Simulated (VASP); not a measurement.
A run of VASP 6.6.1 is set up as follows.

File INCAR:

```
SYSTEM = Y
PREC     = Accurate       ! precision mode
ENCUT    = 520            ! plane-wave cutoff, eV
EDIFF    = 1E-6           ! SCF threshold, eV
ISMEAR   = 0              ! smearing method
SIGMA    = 0.1            ! smearing width, eV
LREAL    = .FALSE.        ! projectors in reciprocal space
LASPH    = .TRUE.         ! aspherical terms in the spheres
NELM     = 60             ! most SCF steps
ALGO     = Normal         ! electronic algorithm
ISIF     = 2              ! what is computed and relaxed
LWAVE    = .FALSE.        ! write WAVECAR
LCHARG   = .FALSE.        ! write CHGCAR
GGA      = PE             ! functional
NBANDS   = 12             ! bands
```

The input KPOINTS:

```
regular mesh
0
G
  18 18 18
  0 0 0
```

Contents of POSCAR:

```
Y
1.0
    0.0000000000      2.5311042032      2.5311042032
    2.5311042032      0.0000000000      2.5311042032
    2.5311042032      2.5311042032      0.0000000000
Y
1
Direct
    0.0000000000      0.0000000000      0.0000000000
```

Potentials or basis: VASP PAW PBE potentials, release 64 (Y_sv).

The run is started by

```bash
$ cat potpaw_PBE.64/Y_sv/POTCAR > POTCAR
$ mpirun -np 1 vasp_std > vasp.out
```

Problem. Estimate the band gap on the k mesh.

Solution. Zero (an odd number of electrons rules out a gap without spin polarisation).

Problem. Estimate the pressure.

Solution. -0.1 GPa.
